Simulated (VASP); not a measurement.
# Au (Fd-3m) in VASP: a series of runs

Runs on Au. Level: PBEsol. Tasks: single point.

All numbers are computed with VASP 6.6.1; they aren't measurements. Logs are shortened: lines on timing, memory, paths and dates and some standing lists are left out, and cuts for length are marked.

### 1 The cell of the first run

It takes space group Fd-3m (No. 227, cubic). The conventional cell has a = 6.103 Å, b = 6.103 Å, c = 6.103 Å, α = 90.00°, β = 90.00°, γ = 90.00°. Au (site symmetry -43m) has 4 Au at 2.64 Å within 3.5 Å.

### 2 Single point, PBEsol (volume scaled by 1.04)

Input file INCAR:

```
SYSTEM = Au
  PREC = Accurate
  ENCUT = 520
  EDIFF = 1E-6
  ISMEAR = -1
  SIGMA = 0.1
  LREAL = .False.
  LASPH = .True.
  NELM = 100
  ALGO = Normal
  ISIF = 2
  LWAVE = .False.
  LCHARG = .False.
  GGA = PS
  NBANDS = 18
```

Input file KPOINTS:

```
regular mesh
0
Gamma
  10 10 10
  0 0 0
```

Input file POSCAR:

```
Au
1.0
    0.0000000000      3.0516364983      3.0516364983
    3.0516364983      0.0000000000      3.0516364983
    3.0516364983      3.0516364983      0.0000000000
Au
2
Direct
    0.1250000000      0.1250000000      0.1250000000
    0.8750000000      0.8750000000      0.8750000000
```

Potentials or basis: VASP PAW PBE potentials, release 64 (Au).

On the command line:

```console
$ cat potpaw_PBE.64/Au/POTCAR > POTCAR
$ mpirun -np 1 vasp_std > vasp.out
```

OUTCAR:

```text
SYSTEM = Au
   PREC = Accurate
   ENCUT = 520
   EDIFF = 1E-6
   ISMEAR = -1
   LREAL = .False.
   LASPH = .True.
   NELM = 100
   ISIF = 2
   GGA = PS

 ion  position               nearest neighbor table
   1  0.125  0.125  0.125-   2 2.64   2 2.64   2 2.64   2 2.64
   2  0.875  0.875  0.875-   1 2.64   1 2.64   1 2.64   1 2.64

  LATTYP: Found a face centered cubic cell.
 ALAT       =     6.1032729966

  Lattice vectors:

 A1 = (   0.0000000000,   3.0516364983,   3.0516364983)
 A2 = (   3.0516364983,   0.0000000000,   3.0516364983)
 A3 = (   3.0516364983,   3.0516364983,   0.0000000000)

Analysis of symmetry for initial positions (statically):
=====================================================================
 Subroutine PRICEL returns:
 Original cell was already a primitive cell.

 Routine SETGRP: Setting up the symmetry group for a
 face centered cubic supercell.

 Subroutine GETGRP returns: Found 48 space group operations
 (whereof 12 operations were pure point group operations)
 out of a pool of 48 trial point group operations.

The static configuration has the point symmetry D_3d.
 The point group associated with its full space group is O_h .

Analysis of symmetry for dynamics (positions and initial velocities):
=====================================================================
 Subroutine PRICEL returns:
 Original cell was already a primitive cell.

 Routine SETGRP: Setting up the symmetry group for a
 face centered cubic supercell.

 Subroutine GETGRP returns: Found 48 space group operations
 (whereof 12 operations were pure point group operations)
 out of a pool of 48 trial point group operations.

The dynamic configuration has the point symmetry D_3d.
 The point group associated with its full space group is O_h .

 Subroutine INISYM returns: Found 48 space group operations
 (whereof 12 operations are pure point group operations),
 and found     1 'primitive' translations

----------------------------------------------------------------------------------------

                                     Primitive cell

  volume of cell :      56.8366

  direct lattice vectors                    reciprocal lattice vectors
     0.000000000  3.051636498  3.051636498    -0.163846513  0.163846513  0.163846513
     3.051636498  0.000000000  3.051636498     0.163846513 -0.163846513  0.163846513
     3.051636498  3.051636498  0.000000000     0.163846513  0.163846513 -0.163846513

  length of vectors
     4.315665723  4.315665723  4.315665723     0.283790486  0.283790486  0.283790486

  position of ions in fractional coordinates (direct lattice)
     0.125000000  0.125000000  0.125000000
     0.875000000  0.875000000  0.875000000

  ion indices of the primitive-cell ions
   primitive index   ion index
                 1           1
                 2           2

----------------------------------------------------------------------------------------

 KPOINTS: regular mesh

Automatic generation of k-mesh.
 Grid dimensions read from file:
 generate k-points for:   10   10   10

 Generating k-lattice:

  Cartesian coordinates                     Fractional coordinates (reciprocal lattice)
    -0.016384651  0.016384651  0.016384651     0.100000000  0.000000000  0.000000000
     0.016384651 -0.016384651  0.016384651     0.000000000  0.100000000  0.000000000
     0.016384651  0.016384651 -0.016384651     0.000000000  0.000000000  0.100000000

  Length of vectors
     0.028379049  0.028379049  0.028379049

  Shift w.r.t. Gamma in fractional coordinates (k-lattice)
     0.000000000  0.000000000  0.000000000

 Subroutine IBZKPT returns following result:
 ===========================================

 Found     47 irreducible k-points:

 Following reciprocal coordinates:
            Coordinates               Weight
  0.000000  0.000000  0.000000      1.000000
  0.100000  0.000000  0.000000      8.000000
  0.200000  0.000000  0.000000      8.000000
  0.300000  0.000000  0.000000      8.000000
  0.400000  0.000000  0.000000      8.000000
  0.500000  0.000000  0.000000      4.000000
[... 16 lines left out ...]
  0.300000  0.300000  0.000000      6.000000
  0.400000  0.300000  0.000000     24.000000
 [... further k-points ...]
   k-points           NKPTS =     47   k-points in BZ     NKDIM =     47   number of bands    NBANDS=     18
   number of dos      NEDOS =    301   number of ions     NIONS =      2
   total plane-waves  NPLWV =  32768
   dimension x,y,z NGX =    32 NGY =   32 NGZ =   32
   dimension x,y,z NGXF=    64 NGYF=   64 NGZF=   64
   ions per type =               2
   NGX,Y,Z   is equivalent  to a cutoff of  12.33, 12.33, 12.33 a.u.
   NGXF,Y,Z  is equivalent  to a cutoff of  24.65, 24.65, 24.65 a.u.
 SYSTEM =  Au
   PREC   = accura    normal or accurate (medium, high low for compatibility)
   ISTART =      0    job   : 0-new  1-cont  2-samecut
   ICHARG =      2    charge: 1-file 2-atom 10-const
   ISPIN  =      1    spin polarized calculation?
   LNONCOLLINEAR =      F non collinear calculations
   LSORBIT =      F    spin-orbit coupling
   LASPH  =      T    aspherical Exc in radial PAW
   ENCUT  =  520.0 eV  38.22 Ry    6.18 a.u.   8.02  8.02  8.02*2*pi/ulx,y,z
   NELM   =    100;   NELMIN=  2; NELMDL= -5     # of ELM steps
   EDIFF  = 0.1E-05   stopping-criterion for ELM
   LREAL  =      F    real-space projection
   EDIFFG = 0.1E-04   stopping-criterion for IOM
   NSW    =      0    number of steps for IOM
   IBRION =     -1    ionic relax: 0-MD 1-quasi-New 2-CG
   NFREE  =      0    steps in history (QN), initial steepest desc. (CG)
   ISIF   =      2    stress and relaxation
   ISYM   =      2    0-nonsym 1-usesym 2-fastsym
   POTIM  = 0.5000    time-step for ionic-motion
   TEBEG  =    0.0;   TEEND  =   0.0 temperature during run
   PSTRESS=    0.0 pullay stress
   NELECT =      22.0000    total number of electrons
   NUPDOWN=      -1.0000    fix difference up-down
   EMIN   =  10.00;   EMAX   =-10.00  energy-range for DOS
   EFERMI =   0.00;   METHOD = LEGACY
   ISMEAR =    -1;   SIGMA  =   0.10  broadening in eV -4-tet -1-fermi 0-gaus
   EFERMI_NEDOS =   21; number of points for ismear=-14 and -15
   IALGO  =     38    algorithm
   IMIX   =      4    mixing-type and parameters
     AMIX     =   0.40;   BMIX     =  1.00
     AMIX_MAG =   1.60;   BMIX_MAG =  1.00
  volume/ion in A,a.u.               =      28.42       191.78
  Fermi-wavevector in a.u.,A,eV,Ry     =   1.193089  2.254612 19.367375  1.423462
  Thomas-Fermi vector in A             =   2.329112
   LORBIT       =      0    0 simple, 1 ext, 2 COOP (PROOUT), +10 PAW based schemes
   GGA     = PS    functional components
   LHFCALC =     F    Hartree Fock is set to
   AEXX    =    0.0000 exact exchange contribution
   IVDW    =     0    specifies the selected vdW correction
   LEPSILON=     F    determine dielectric tensor
   LRPA    =     F    only Hartree local field effects (RPA)
 non-spin polarized calculation
  energy-cutoff  :      520.00
  volume of cell :       56.84
 maximum number of plane-waves:      1544
   NGX = 17   NGY = 17   NGZ = 17

 number of electron      22.0000001 magnetization

 Free energy of the ion-electron system (eV)
  ---------------------------------------------------
  ext. energy  EPLUGINS =         0.00000000
  ---------------------------------------------------
  free energy    TOTEN  =        -5.96836625 eV

  energy without entropy =       -5.94437261  energy(sigma->0) =       -5.95636943

 E-fermi :   2.8407     XC(G=0):  -9.6662

 val. band max:        2.7766618948   @ k =   0.5000   0.1000   0.0000
 cond. band min:       3.0031853885   @ k =  -0.4000   0.4000   0.0000
 fundamental gap:      0.2265234937
 Fermi energy:         2.8407167685

 k-point     1 :       0.0000    0.0000    0.0000
  band No.  band energies     occupation
      1      -3.2661      2.00000
      2      -1.2976      2.00000
      3      -1.2976      2.00000
      4      -1.2976      2.00000
      5      -1.2880      2.00000
      6      -1.2880      2.00000
[... 10 lines left out ...]
     17      13.5017      0.00000
     18      13.5017      0.00000

 k-point     2 :       0.1000    0.0000    0.0000
  band No.  band energies     occupation
      1      -3.1477      2.00000
      2      -1.4254      2.00000
      3      -1.4254      2.00000
      4      -1.3068      2.00000
      5      -1.1266      2.00000
      6      -1.1266      2.00000
[... 10 lines left out ...]
     17      14.0930      0.00000
     18      14.0930      0.00000

 k-point     3 :       0.2000    0.0000    0.0000
  band No.  band energies     occupation
      1      -2.8206      2.00000
      2      -1.4941      2.00000
      3      -1.4941      2.00000
      4      -1.3297      2.00000
      5      -0.9857      2.00000
      6      -0.9857      2.00000
[... 10 lines left out ...]
     17      14.3022      0.00000
     18      14.6006      0.00000

 k-point     4 :       0.3000    0.0000    0.0000
  band No.  band energies     occupation
      1      -2.3855      2.00000
      2      -1.4931      2.00000
      3      -1.4931      2.00000
      4      -1.3571      2.00000
      5      -0.9373      2.00000
      6      -0.9373      2.00000
[... 375 lines left out ...]
      4      -1.3147      2.00000
      5      -1.0371      2.00000
      6      -0.6237      2.00000
[... 10 lines left out ...]
     17      14.2577      0.00000
     18      14.9305      0.00000

 k-point    23 :       0.3000    0.3000    0.0000
  band No.  band energies     occupation
      1      -2.0072      2.00000
      2      -1.7934      2.00000
      3      -1.3585      2.00000
      4      -1.3585      2.00000
      5      -0.7338      2.00000
      6      -0.5192      2.00000
[... 10 lines left out ...]
     17      17.7621      0.00000
     18      17.7621      0.00000

 k-point    24 :       0.4000    0.3000    0.0000
  band No.  band energies     occupation
      1      -1.7846      2.00000
      2      -1.6964      2.00000
      3      -1.4145      2.00000
      4      -1.3817      2.00000
      5      -0.5741      2.00000
      6      -0.5686      2.00000
[... 10 lines left out ...]
     17      17.3313      0.00000
     18      18.0729      0.00000

 [... further k-points ...]
[... 5 lines left out ...]
  --------------------------------------------------------------------------------------
  -------------------------------------------------------------------------------------
  Total       -0.8818381     -0.8818381     -0.8818381      0.0000000     -0.0000000      0.0000000
  in kB      -24.8582786    -24.8582786    -24.8582786      0.0000000     -0.0000000      0.0000000
  external PRESSURE =     -24.8582786 kB  Pullay stress =       0.0000000 kB

 VOLUME and BASIS-vectors are now :
 -----------------------------------------------------------------------------
  energy-cutoff  :      520.00
  volume of cell :       56.84
      direct lattice vectors                 reciprocal lattice vectors
     0.000000000  3.051636498  3.051636498    -0.163846513  0.163846513  0.163846513
     3.051636498  0.000000000  3.051636498     0.163846513 -0.163846513  0.163846513
     3.051636498  3.051636498  0.000000000     0.163846513  0.163846513 -0.163846513

 POSITION                                       TOTAL-FORCE (eV/Angst)
 -----------------------------------------------------------------------------------
      0.76291      0.76291      0.76291        -0.000000      0.000000      0.000000
      5.34036      5.34036      5.34036         0.000000     -0.000000     -0.000000
 -----------------------------------------------------------------------------------
    total drift:                                0.000000      0.000000     -0.000000

  FREE ENERGIE OF THE ION-ELECTRON SYSTEM (eV)
  ---------------------------------------------------
  free  energy   TOTEN  =        -5.9683662541 eV

  energy  without entropy=       -5.9443726055  energy(sigma->0) =       -5.95636943
```

Wall time 12 s (1 thread of Intel Xeon 6975P-C (Granite Rapids), shared host); peak memory 0.18 GiB.

Results:

```
Free energy            : -5.9684 eV
Pressure               : -2.5 GPa
Band gap on the k mesh : zero (band 11 reaches 3.10 eV, above the bottom of band 12 at 2.48 eV)
```

Caveat: the PAW data sets were made with another functional, which shifts forces and pressure a little; spin-orbit coupling is left out, which moves the levels of the heavy elements.

### 3 Single point, PBEsol (volume scaled by 1.08)

Input file INCAR:

```
  ALGO = Normal
  EDIFF = 1E-7
  ENCUT = 520
  GGA = PS
  ISIF = 2
  ISMEAR = -1
  LASPH = True
  LCHARG = True
  LELF = True
  LREAL = False
  LVHAR = True
  LWAVE = False
  NBANDS = 18
  NELM = 80
  PREC = Accurate
  SIGMA = 0.1
```

Input file KPOINTS:

```
k-points
0
Gamma
  10 10 10
```

Input file POSCAR:

```
Au
1.0
    0.0000000000      3.0902689095      3.0902689095
    3.0902689095      0.0000000000      3.0902689095
    3.0902689095      3.0902689095      0.0000000000
Au
2
Direct
    0.1250000000      0.1250000000      0.1250000000
    0.8750000000      0.8750000000      0.8750000000
```

Potentials or basis: VASP PAW PBE potentials, release 64 (Au).

On the command line:

```console
$ cat potpaw_PBE.64/Au/POTCAR > POTCAR
$ mpirun -np 1 vasp_std > vasp.out
```

It took 20 s on 1 thread of Intel Xeon 6975P-C (Granite Rapids), shared host; peak memory 0.21 GiB.

The run converged. Its results:

- Free energy: -5.9223 eV
- Pressure: -4.3 GPa
- Band gap on the k mesh: zero (band 11 reaches 2.72 eV, above the bottom of band 12 at 2.10 eV)

Levels at points of the mesh, in eV from the Fermi level:
```tsv
k point	band 7	band 8	band 9	band 10	band 11	band 12	band 13	band 14	band 15	band 16
(0.00, 0.00, 0.00)	-2.20	-2.20	-2.20	-1.25	-1.25	8.33	9.36	9.36	9.36	9.65
(0.50, 0.00, 0.00)	-1.98	-1.98	-1.38	-1.38	-0.77	-0.39	6.64	6.64	8.48	9.68
(0.50, 0.50, 0.00)	-2.65	-2.65	-1.21	-1.21	0.24	0.24	3.72	3.72	7.84	7.84
```

Caveat: the PAW data sets were made with another functional, which shifts forces and pressure a little; spin-orbit coupling is left out, which moves the levels of the heavy elements.
